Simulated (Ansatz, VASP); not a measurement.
**Li in VASP and in Ansatz**

```
CELL_PARAMETERS angstrom
0.00000 2.24604 2.20200
2.24604 0.00000 2.20200
2.24604 2.24604 0.00000
ATOMIC_POSITIONS crystal
Li 0.00000 0.00000 0.00000
```

Change from the starting cell: equal xx and yy strain of +2 %.

Alike in both runs: task single point; functional PBEsol; k mesh 13 × 13 × 13; occupations fermi-dirac, width 0.08 eV; no spin polarisation.

|  | VASP | Ansatz |
| --- | --- | --- |
| version | VASP 6.6.1 | Ansatz 0.2.0 |
| potentials or method | VASP PAW PBE potentials, release 64 (Li_sv), cutoff 750 eV | all-electron LAPW, scalar-relativistic |

|  | VASP | Ansatz | Ansatz less VASP |
| --- | --- | --- | --- |
| pressure (GPa) | -1.2 | -1.1 | +0.09 |

VASP's potentials were made for PBE, not for PBEsol. Ansatz ran all-electron here, and VASP with PAW potentials.
